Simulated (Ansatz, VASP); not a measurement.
**One calculation of Co, two programs**

The input INCAR:

```
PREC     = Accurate       # precision mode
ENCUT    = 520            # plane-wave cutoff, eV
EDIFF    = 1E-6           # SCF threshold, eV
ISMEAR   = 1              # smearing method
SIGMA    = 0.1            # smearing width, eV
LREAL    = F              # projectors in reciprocal space
LASPH    = T              # aspherical terms in the spheres
NELM     = 150            # most SCF steps
ALGO     = Normal         # electronic algorithm
ISIF     = 2              # what is computed and relaxed
LWAVE    = F              # write WAVECAR
LCHARG   = F              # write CHGCAR
ISPIN    = 2              # spin polarisation
MAGMOM   = 1.558 1.558    # initial moments
LORBIT   = 11             # projections on sites
LMAXMIX  = 4              # l up to which the mixer works
GGA      = CA             # functional
NBANDS   = 20             # bands
```

Contents of KPOINTS:

```
regular mesh
0
Gamma
  15 15 8
```

The input POSCAR:

```
Co
1.0
    2.4273810165      0.0000000000      0.0000000000
   -1.2136905082      2.1021736250      0.0000000000
    0.0000000000      0.0000000000      3.9230481332
Co
2
Direct
    0.3333333333      0.6666666667      0.2500000000
    0.6666666667      0.3333333333      0.7500000000
```

Input for Ansatz:

```yaml
crystal:
  lattice:
    - [2.4273810165, 0.0, 0.0]
    - [-1.2136905082, 2.102173625, 0.0]
    - [0.0, 0.0, 3.9230481332]
  atoms:
    - { symbol: Co, position: [0.3333333333, 0.6666666667, 0.25], spin: 1.558 }
    - { symbol: Co, position: [0.6666666667, 0.3333333333, 0.75], spin: 1.558 }
hamiltonian:
  xc: lda
  pseudopotentials:
    kind: paw
    azcp:
      Co: "pseudopotentials/Co.paw.azcp"
basis:
  ecutwfc: 420
  fft_grid_basis: typed
kpoints:
  mp_grid: { grid: [15, 15, 8], shift: [0, 0, 0] }
magnetization:
  spin_polarized: true
scf:
  occupations: { method: cold, width: 0.1 }
  lower_state_search: "off"
output:
  stress: true
```

Alike in both runs: task single point; functional LDA; k mesh 15 × 15 × 8; collinear spin.

|  | VASP | Ansatz |
| --- | --- | --- |
| version | VASP 6.6.1 | Ansatz 0.2.0 |
| potentials or method | VASP PAW LDA potentials, release 64 (Co), cutoff 520 eV | plane waves (420 eV) with PAW, scalar-relativistic |
| occupations | methfessel-paxton of order 1, width 0.1 eV | cold, width 0.1 eV |
| valence electrons in the cell | 18 | 34 |

Ansatz gave:

- pressure (GPa): 0.2
- traceless stress, the component that is largest in VASP (GPa): -0.61
- net moment per atom (μB): 1.52
- size of the moment on the site where the two differ most (μB): 1.57

**Question.** What did VASP give for the same quantities?

**Answer.** Pressure (GPa): -1.0; traceless stress, the component that is largest in VASP (GPa): -0.67; net moment per atom (μB): 1.50; size of the moment on the site where the two differ most (μB): 1.49.

Ansatz warns that its potentials were made for another functional, while VASP's fit it. LDA's correlation is that of Perdew and Zunger in VASP and of Perdew and Wang (1992) in Ansatz. Site moments also hang on the region over which each program counts them. VASP's potentials hold 18 valence electrons a cell and Ansatz's 34, so a difference there can come from the potentials and not from the codes. Ansatz's warnings: stability check not made.
